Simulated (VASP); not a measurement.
Write the native input for VASP 6.6.1 that does the following.

| Property | Result |
| --- | --- |
| Task | single point |
| Functional | PBE |
| Potentials or basis | VASP PAW PBE potentials, release 64 (Al, O) |
| Cutoff | 520 eV |
| k mesh | 9 × 9 × 3 |
| Occupations | fermi-dirac, width 0.05 eV |
| Spin | no spin polarisation |
| Dipole correction | no |
| Further INCAR settings | ALGO = Normal; EDIFF = 1e-06; NBANDS = 20 |

The structure of Al2O3 lies in POSCAR:

```
Al2O3
1.0
    2.8843249483      0.0000000000      0.0000000000
   -1.4421624742      2.4978986780      0.0000000000
    0.0000000000      0.0000000000      9.2433869154
Al O
2 3
Direct
    0.0000000000      0.0000000000      0.8484985781
    0.0000000000      0.0000000000      0.1515014219
    0.3333333333      0.6666666667      0.7751800426
    0.6666666667      0.3333333333      0.0000000000
    0.3333333333      0.6666666667      0.2248199574
```

One way to write it, as run:

INCAR

```
  PREC = Accurate
  ENCUT = 520
  EDIFF = 1E-6
  ISMEAR = -1
  SIGMA = 0.05
  LREAL = False
  LASPH = True
  NELM = 80
  ALGO = Normal
  ISIF = 2
  LWAVE = False
  LCHARG = False
  GGA = PE
  NBANDS = 20
```

KPOINTS

```
Automatic mesh
0
Gamma
  9 9 3
```

Potentials or basis: VASP PAW PBE potentials, release 64 (Al, O).

Launch:

```sh
$ cat potpaw_PBE.64/Al/POTCAR potpaw_PBE.64/O/POTCAR > POTCAR
$ mpirun -np 1 vasp_std > vasp.out
```

Results of the run:

The pressure is -0.1 GPa. The largest force is 0.035 eV/Å. The band gap on the k mesh is 4.75 eV (least direct gap 4.99 eV).

Caveat: an odd mesh through Γ misses points on the zone boundary, where band edges can lie.

Wall time 52 s on 1 thread of AMD EPYC 7R13, on a shared host, peak memory 0.16 GiB.
